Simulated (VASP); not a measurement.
AlSe4: relaxation of cell and atoms with PBE

Crystal: AlSe4.

```xyz
5
Lattice="-2.8017 2.8017 3.8630 2.8017 -2.8017 3.8630 2.8017 2.8017 -3.8630" Properties=species:S:1:pos:R:3 pbc="T T T"
Al    0.0000    0.0000    0.0000
Se    1.4009    1.4009    1.9315
Se    1.4009    1.4009   -1.9315
Se    1.4009   -1.4009    1.9315
Se   -1.4009    1.4009    1.9315
```

```
Program                : VASP 6.6.1
Task                   : relaxation of cell and atoms
Functional             : PBE
Potentials or basis    : VASP PAW PBE potentials, release 64 (Al, Se)
Cutoff                 : 600 eV
k mesh                 : 10 × 10 × 10
Occupations            : gaussian, width 0.1 eV
Spin                   : no spin polarisation
Dipole correction      : no
Further INCAR settings : ALGO = Normal; EDIFF = 1e-07; IBRION = 2; EDIFFG = -0.01; NSW = 100; ISIF = 3
```

- Relaxed volume: 24.08 Å³/atom
- Relaxed cell: a = 5.501 Å, b = 5.501 Å, c = 5.501 Å, α = 118.38°, β = 118.38°, γ = 92.83°
- Space group after relaxing (to 0.1 Å): I4/mmm (No. 139)
- Energy gained by relaxing: 1.9 meV/atom
- Ionic steps: 5
- Pressure after relaxing: 0.0 GPa
- Band gap on the k mesh: zero (an odd number of electrons rules out a gap without spin polarisation)

The path:
| step | energy change (eV) | largest force (eV/Å) | pressure (GPa) | volume (Å³) |
| --- | --- | --- | --- | --- |
| 1 | 0.0000 | 0.0000 | 0.06 | 121.29 |
| 2 | -0.0065 | 0.0000 | -0.25 | 121.43 |
| 3 | -0.0078 | 0.0000 | -0.45 | 121.52 |
| 4 | -0.0094 | 0.0000 | 0.08 | 120.22 |
| 5 | -0.0095 | 0.0000 | -0.01 | 120.42 |

Final structure:
```
Al Se
1.0
    -2.81759    2.81759    3.79228
     2.81759   -2.81759    3.79228
     2.81759    2.81759   -3.79228
Al Se
1 4
Cartesian
  0.0000 0.0000 0.0000
  1.4088 1.4088 1.8961
  1.4088 1.4088 -1.8961
  1.4088 -1.4088 1.8961
  -1.4088 1.4088 1.8961
```

Levels at points of the mesh, in eV from the Fermi level:
```csv
k point,band 11,band 12,band 13,band 14,band 15,band 16
"(0.00, 0.00, 0.00)",-2.91,-2.89,0.68,2.00,2.00,2.85
"(0.50, 0.00, 0.00)",-2.36,-1.78,-0.74,-0.73,1.22,2.55
"(0.50, 0.50, 0.00)",-2.12,-1.83,-1.78,-1.47,-1.06,-1.05
"(0.50, 0.50, 0.50)",-1.04,-1.04,1.78,2.26,2.26,2.40
```

It took 11 min on 1 thread of Intel(R) Xeon(R) Platinum 8559C (Emerald Rapids), on a shared host, peak memory 0.51 GiB.

Caveat: an odd number of electrons without spin polarisation forces a metal; a magnetic or distorted state may lie lower.
